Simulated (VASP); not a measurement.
# CoPdO2 in VASP: single point with PBEsol

Aim: the single point of CoPdO2 with PBEsol.

Program: VASP 6.6.1. These are calculated values, not measurements. Logs are shortened: lines on timing, memory, paths and dates and some standing lists are left out, and cuts for length are marked.

### 1 The cell of the first run

The cell holds a slab with vacuum, 8 atoms: a = 2.815 Å, b = 2.815 Å, c = 24.764 Å, α = 90.00°, β = 90.00°, γ = 120.00°.

### 2 Single point, PBEsol

Input file INCAR:

```
ALGO = Normal
DIPOL = 0.5 0.5 0.490
EDIFF = 1E-6
ENCUT = 520
GGA = PS
IDIPOL = 3
ISIF = 2
ISMEAR = 0
LASPH = True
LCHARG = False
LDIPOL = True
LREAL = False
LWAVE = False
NBANDS = 41
NELM = 80
PREC = Accurate
SIGMA = 0.1
```

Input file KPOINTS:

```
k-points
0
Gamma
  12 12 1
```

Input file POSCAR:

```
CoPdO2
1.0
    2.8149341058      0.0000000000      0.0000000000
   -1.4074670529      2.4378044456      0.0000000000
    0.0000000000      0.0000000000     24.7644771190
O Co Pd
4 2 2
Direct
    0.0000000000      0.0000000000      0.3044047595
    0.6666666667      0.3333333333      0.3794295273
    0.6666666667      0.3333333333      0.5394758477
    0.3333333333      0.6666666667      0.6167738784
    0.3333333333      0.6666666667      0.3400258130
    0.0000000000      0.0000000000      0.5782475041
    0.6666666667      0.3333333333      0.4592247421
    0.3333333333      0.6666666667      0.6991847619
```

Potentials or basis: VASP PAW PBE potentials, release 64 (O, Co, Pd).

Command:

```
$ cat potpaw_PBE.64/O/POTCAR potpaw_PBE.64/Co/POTCAR potpaw_PBE.64/Pd/POTCAR > POTCAR
$ mpirun -np 1 vasp_std > vasp.out
```

OUTCAR:

```text
EDIFF = 1E-6
   ENCUT = 520
   GGA = PS
   ISIF = 2
   ISMEAR = 0
   LASPH = True
   LREAL = False
   NELM = 80
   PREC = Accurate

 ion  position               nearest neighbor table
   1  0.000  0.000  0.304-   5 1.85   5 1.85   5 1.85
   2  0.667  0.333  0.379-   5 1.90   5 1.90   5 1.90   7 1.98
   3  0.667  0.333  0.539-   6 1.89   6 1.89   6 1.89   7 1.99
   4  0.333  0.667  0.617-   6 1.88   6 1.88   6 1.88   8 2.04
   5  0.333  0.667  0.340-   1 1.85   1 1.85   1 1.85   2 1.90   2 1.90   2 1.90
   6  0.000  0.000  0.578-   4 1.88   4 1.88   4 1.88   3 1.89   3 1.89   3 1.89
   7  0.667  0.333  0.459-   2 1.98   3 1.99
   8  0.333  0.667  0.699-   4 2.04

  LATTYP: Found a hexagonal cell.
 ALAT       =     2.8149341058
 C/A-ratio  =     8.7975335081

  Lattice vectors:

 A1 = (   2.8149341058,   0.0000000000,   0.0000000000)
 A2 = (  -1.4074670529,   2.4378044456,   0.0000000000)
 A3 = (   0.0000000000,   0.0000000000,  24.7644771190)

Analysis of symmetry for initial positions (statically):
=====================================================================
 Subroutine PRICEL returns:
 Original cell was already a primitive cell.

 Routine SETGRP: Setting up the symmetry group for a
 hexagonal supercell.

 Subroutine GETGRP returns: Found  6 space group operations
 (whereof  6 operations were pure point group operations)
 out of a pool of 24 trial point group operations.

The static configuration has the point symmetry C_3v.

Analysis of symmetry for dynamics (positions and initial velocities):
=====================================================================
 Subroutine PRICEL returns:
 Original cell was already a primitive cell.

 Routine SETGRP: Setting up the symmetry group for a
 hexagonal supercell.

 Subroutine GETGRP returns: Found  6 space group operations
 (whereof  6 operations were pure point group operations)
 out of a pool of 24 trial point group operations.

The dynamic configuration has the point symmetry C_3v.

 Subroutine INISYM returns: Found  6 space group operations
 (whereof  6 operations are pure point group operations),
 and found     1 'primitive' translations

----------------------------------------------------------------------------------------

                                     Primitive cell

  volume of cell :     169.9403

  direct lattice vectors                    reciprocal lattice vectors
     2.814934106  0.000000000  0.000000000     0.355248103  0.205102588  0.000000000
    -1.407467053  2.437804446  0.000000000     0.000000000  0.410205175  0.000000000
     0.000000000  0.000000000 24.764477119     0.000000000  0.000000000  0.040380421

  length of vectors
     2.814934106  2.814934106 24.764477119     0.410205175  0.410205175  0.040380421

  position of ions in fractional coordinates (direct lattice)
     0.000000000  0.000000000  0.304404760
     0.666666667  0.333333333  0.379429527
     0.666666667  0.333333333  0.539475848
     0.333333333  0.666666667  0.616773878
     0.333333333  0.666666667  0.340025813
     0.000000000  0.000000000  0.578247504
     0.666666667  0.333333333  0.459224742
     0.333333333  0.666666667  0.699184762

  ion indices of the primitive-cell ions
   primitive index   ion index
                 1           1
                 2           2
                 3           3
                 4           4
                 5           5
                 6           6
                 7           7
                 8           8

----------------------------------------------------------------------------------------

 KPOINTS: k-points

Automatic generation of k-mesh.
 Grid dimensions read from file:
 generate k-points for:   12   12    1

 Generating k-lattice:

  Cartesian coordinates                     Fractional coordinates (reciprocal lattice)
     0.029604009  0.017091882  0.000000000     0.083333333 -0.000000000  0.000000000
     0.000000000  0.034183765  0.000000000     0.000000000  0.083333333  0.000000000
     0.000000000  0.000000000  0.040380421     0.000000000  0.000000000  1.000000000

  Length of vectors
     0.034183765  0.034183765  0.040380421

  Shift w.r.t. Gamma in fractional coordinates (k-lattice)
     0.000000000  0.000000000  0.000000000

 Subroutine IBZKPT returns following result:
 ===========================================

 Found     19 irreducible k-points:

 Following reciprocal coordinates:
            Coordinates               Weight
  0.000000  0.000000  0.000000      1.000000
  0.083333  0.000000  0.000000      6.000000
  0.166667  0.000000  0.000000      6.000000
  0.250000  0.000000  0.000000      6.000000
  0.333333  0.000000  0.000000      6.000000
  0.416667 -0.000000  0.000000      6.000000
[... 11 lines left out ...]
  0.333333  0.250000  0.000000     12.000000
  0.333333  0.333333  0.000000      2.000000
   k-points           NKPTS =     19   k-points in BZ     NKDIM =     19   number of bands    NBANDS=     41
   number of dos      NEDOS =    301   number of ions     NIONS =      8
   total plane-waves  NPLWV = 110592
   dimension x,y,z NGX =    24 NGY =   24 NGZ =  192
   dimension x,y,z NGXF=    48 NGYF=   48 NGZF=  384
   ions per type =               4   2   2
   NGX,Y,Z   is equivalent  to a cutoff of  14.17, 14.17, 12.89 a.u.
   NGXF,Y,Z  is equivalent  to a cutoff of  28.35, 28.35, 25.78 a.u.
 SYSTEM =  unknown system
   PREC   = accura    normal or accurate (medium, high low for compatibility)
   ISTART =      0    job   : 0-new  1-cont  2-samecut
   ICHARG =      2    charge: 1-file 2-atom 10-const
   ISPIN  =      1    spin polarized calculation?
   LNONCOLLINEAR =      F non collinear calculations
   LSORBIT =      F    spin-orbit coupling
   LASPH  =      T    aspherical Exc in radial PAW
   ENCUT  =  520.0 eV  38.22 Ry    6.18 a.u.   5.23  5.23 46.05*2*pi/ulx,y,z
   NELM   =     80;   NELMIN=  2; NELMDL= -5     # of ELM steps
   EDIFF  = 0.1E-05   stopping-criterion for ELM
   LREAL  =      F    real-space projection
   EDIFFG = 0.1E-04   stopping-criterion for IOM
   NSW    =      0    number of steps for IOM
   IBRION =     -1    ionic relax: 0-MD 1-quasi-New 2-CG
   NFREE  =      0    steps in history (QN), initial steepest desc. (CG)
   ISIF   =      2    stress and relaxation
   ISYM   =      2    0-nonsym 1-usesym 2-fastsym
   POTIM  = 0.5000    time-step for ionic-motion
   TEBEG  =    0.0;   TEEND  =   0.0 temperature during run
   PSTRESS=    0.0 pullay stress
   NELECT =      62.0000    total number of electrons
   NUPDOWN=      -1.0000    fix difference up-down
   EMIN   =  10.00;   EMAX   =-10.00  energy-range for DOS
   EFERMI =   0.00;   METHOD = LEGACY
   ISMEAR =     0;   SIGMA  =   0.10  broadening in eV -4-tet -1-fermi 0-gaus
   EFERMI_NEDOS =   21; number of points for ismear=-14 and -15
   IALGO  =     38    algorithm
   IMIX   =      4    mixing-type and parameters
     AMIX     =   0.40;   BMIX     =  1.00
     AMIX_MAG =   1.60;   BMIX_MAG =  1.00
  volume/ion in A,a.u.               =      21.24       143.35
  Fermi-wavevector in a.u.,A,eV,Ry     =   1.169787  2.210576 18.618222  1.368401
  Thomas-Fermi vector in A             =   2.306254
   LORBIT       =      0    0 simple, 1 ext, 2 COOP (PROOUT), +10 PAW based schemes
   GGA     = PS    functional components
   LHFCALC =     F    Hartree Fock is set to
   AEXX    =    0.0000 exact exchange contribution
   IVDW    =     0    specifies the selected vdW correction
   LEPSILON=     F    determine dielectric tensor
   LRPA    =     F    only Hartree local field effects (RPA)
 non-spin polarized calculation
 Gauss-broadening in eV      SIGMA  =   0.10
  energy-cutoff  :      520.00
  volume of cell :      169.94
 maximum number of plane-waves:      4624
 NGX is ok and might be reduce to    24
   NGX = 11   NGY = 11   NGZ = 93

 dipolmoment           0.000000      0.000000      0.003722 electrons x Angstroem

 number of electron      62.0000013 magnetization

 dipolmoment           0.000000      0.000000     -0.098766 electrons x Angstroem

 Free energy of the ion-electron system (eV)
  ---------------------------------------------------
  ext. energy  EPLUGINS =         0.00000000
  ---------------------------------------------------
  free energy    TOTEN  =       -53.91960361 eV

  energy without entropy =      -53.87340276  energy(sigma->0) =      -53.89650318

 E-fermi :   0.4969     XC(G=0):  -6.6681

 val. band max:        0.4831833327   @ k =   0.4167   0.1667   0.0000
 cond. band min:       0.4979290601   @ k =   0.2500   0.1667   0.0000
 fundamental gap:      0.0147457274
 Fermi energy:         0.4969492908

 k-point     1 :       0.0000    0.0000    0.0000
  band No.  band energies     occupation
      1     -20.6144      2.00000
      2     -20.0012      2.00000
      3     -18.7896      2.00000
      4     -17.6722      2.00000
      5      -7.8826      2.00000
      6      -6.5983      2.00000
[... 33 lines left out ...]
     40       5.8182      0.00000
     41       6.4857      0.00000

 k-point     2 :       0.0833    0.0000    0.0000
  band No.  band energies     occupation
      1     -20.5299      2.00000
      2     -19.9168      2.00000
      3     -18.7803      2.00000
      4     -17.6682      2.00000
      5      -7.8022      2.00000
      6      -6.5927      2.00000
[... 33 lines left out ...]
     40       6.0749      0.00000
     41       6.8067      0.00000

 k-point     3 :       0.1667    0.0000    0.0000
  band No.  band energies     occupation
      1     -20.2902      2.00000
      2     -19.6789      2.00000
      3     -18.7568      2.00000
      4     -17.6585      2.00000
      5      -7.5919      2.00000
      6      -6.6748      2.00000
[... 33 lines left out ...]
     40       6.7426      0.00000
     41       7.6595      0.00000

 k-point     4 :       0.2500    0.0000    0.0000
  band No.  band energies     occupation
      1     -19.9371      2.00000
      2     -19.3347      2.00000
      3     -18.7310      2.00000
      4     -17.6476      2.00000
      5      -7.3682      2.00000
      6      -6.8828      2.00000
[... 605 lines left out ...]
     40      10.4247      0.00000
     41      11.1195      0.00000

 k-point    18 :       0.3333    0.2500    0.0000
  band No.  band energies     occupation
      1     -18.9351      2.00000
      2     -18.7632      2.00000
      3     -18.4509      2.00000
      4     -17.5487      2.00000
      5      -7.1478      2.00000
      6      -6.8772      2.00000
[... 33 lines left out ...]
     40       9.5669      0.00000
     41      10.2696      0.00000

 k-point    19 :       0.3333    0.3333    0.0000
  band No.  band energies     occupation
      1     -18.8823      2.00000
      2     -18.7539      2.00000
      3     -18.4150      2.00000
      4     -17.5254      2.00000
      5      -6.9378      2.00000
      6      -6.8061      2.00000
[... 33 lines left out ...]
     40       8.1275      0.00000
     41       8.3223      0.00000

------------------------ aborting loop because EDIFF is reached ----------------------------------------

 vacuum level on the upper side and lower side of the slab       (xc-potential included)        -1.285         1.266

  FORCE on cell =-STRESS in cart. coord.  units (eV):
  Direction    XX          YY          ZZ          XY          YZ          ZX
  --------------------------------------------------------------------------------------
  -------------------------------------------------------------------------------------
  Total       -1.6783102     -1.6783102     -0.0250233      0.0000000     -0.0000000      0.0000000
  in kB      -15.8229175    -15.8229175     -0.2359168      0.0000000     -0.0000000      0.0000000
  external PRESSURE =     -10.6272506 kB  Pullay stress =       0.0000000 kB

 VOLUME and BASIS-vectors are now :
 -----------------------------------------------------------------------------
  energy-cutoff  :      520.00
  volume of cell :      169.94
      direct lattice vectors                 reciprocal lattice vectors
     2.814934106  0.000000000  0.000000000     0.355248103  0.205102588  0.000000000
    -1.407467053  2.437804446  0.000000000     0.000000000  0.410205175  0.000000000
     0.000000000  0.000000000 24.764477119     0.000000000  0.000000000  0.040380421

 POSITION                                       TOTAL-FORCE (eV/Angst)
 -----------------------------------------------------------------------------------
      0.00000      0.00000      7.53842        -0.000000     -0.000000     -0.023293
      1.40747      0.81260      9.39637         0.000000     -0.000000      0.024079
      1.40747      0.81260     13.35984         0.000000      0.000000     -0.035051
     -0.00000      1.62520     15.27408        -0.000000      0.000000      0.048335
     -0.00000      1.62520      8.42056        -0.000000     -0.000000      0.002487
      0.00000      0.00000     14.32000         0.000000     -0.000000     -0.005184
      1.40747      0.81260     11.37246        -0.000000      0.000000      0.002453
     -0.00000      1.62520     17.31495        -0.000000     -0.000000     -0.013827
 -----------------------------------------------------------------------------------
    total drift:                               -0.000000      0.000000      0.000485

  FREE ENERGIE OF THE ION-ELECTRON SYSTEM (eV)
  ---------------------------------------------------
  free  energy   TOTEN  =       -53.9196036061 eV

  energy  without entropy=      -53.8734027638  energy(sigma->0) =      -53.89650318

 vacuum level on the upper side and lower side of the slab         5.216         7.831
```

Wall time 16 min (1 thread of AMD EPYC 7R43 (Zen 3), shared host); peak memory 0.34 GiB.

Results:

```
Free energy            : -53.9196 eV
Largest force          : 0.048 eV/Å
Band gap on the k mesh : zero (band 31 reaches 0.66 eV, above the bottom of band 32 at 0.20 eV)
```

Forces on the atoms (eV/Å):
```
O    0.000  0.000 -0.023
O    0.000  0.000  0.024
O    0.000  0.000 -0.035
O    0.000  0.000  0.048
Co   0.000  0.000  0.002
Co   0.000  0.000 -0.005
Pd   0.000  0.000  0.002
Pd   0.000  0.000 -0.014
```

Caveat: the PAW data sets were made with another functional, which shifts forces and pressure a little; the run has no spin polarisation, though such a crystal can be magnetic; semilocal functionals often make such compounds metallic where correlation or magnetic order opens a gap, which also shifts bond lengths. With open d or f shells a metallic result of PBEsol can be an artefact of self-interaction; +U or a hybrid may open a gap.
